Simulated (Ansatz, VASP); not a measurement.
Mg: VASP beside Ansatz

The input INCAR:

```
SYSTEM = Mg
  PREC = Accurate
  ENCUT = 520
  EDIFF = 1E-7
  ISMEAR = -1
  SIGMA = 0.08
  LREAL = .False.
  LASPH = .True.
  NELM = 60
  ALGO = Normal
  ISIF = 2
  LWAVE = .False.
  LCHARG = .False.
  GGA = PE
  NBANDS = 7
```

The input KPOINTS:

```
Automatic mesh
0
Gamma
  16 16 16
  0 0 0
```

The input POSCAR:

```
Mg
1.0
    0.0000000000      2.2615414746      2.2615414746
    2.2615414746      0.0000000000      2.2615414746
    2.2615414746      2.2615414746      0.0000000000
Mg
1
Direct
    0.0000000000      0.0000000000      0.0000000000
```

Input for Ansatz:

```yaml
crystal:
  lattice:
    - [0.0, 2.2615414746, 2.2615414746]
    - [2.2615414746, 0.0, 2.2615414746]
    - [2.2615414746, 2.2615414746, 0.0]
  atoms:
    - { symbol: Mg, position: [0.0, 0.0, 0.0] }
kpoints:
  mp_grid: { grid: [16, 16, 16] }
  band_path:
    path:
      - [0.0, 0.0, 0.0]
      - [0.5, 0.0, 0.5]
      - [0.625, 0.25, 0.625]
      - [0.375, 0.375, 0.75]
      - [0.0, 0.0, 0.0]
      - [0.5, 0.5, 0.5]
      - [0.5, 0.25, 0.75]
      - [0.5, 0.0, 0.5]
    npoints: 14
scf:
  occupations: { method: fermi_dirac, width: 0.08 }
hamiltonian:
  xc: pbe
  pseudopotentials: { kind: all_electron, lapw: { basis_error: 0.001 } }
output:
  forces: true
  stress: true
  eigenvalues: true
  populations: true
  dos: { projected: true, de: 0.2, e_range: [-14, 8] }
```

Alike in both runs: task single point; functional PBE; k mesh 16 × 16 × 16; occupations fermi-dirac, width 0.08 eV; no spin polarisation.

```csv
,VASP,Ansatz
version,VASP 6.6.1,Ansatz 0.2.0
potentials or method,"VASP PAW PBE potentials, release 64 (Mg), cutoff 520 eV","all-electron LAPW, scalar-relativistic"
```

|  | VASP | Ansatz | Ansatz less VASP |
| --- | --- | --- | --- |
| pressure (GPa) | -0.1 | 0.0 | +0.10 |

Ansatz ran all-electron here, and VASP with PAW potentials.
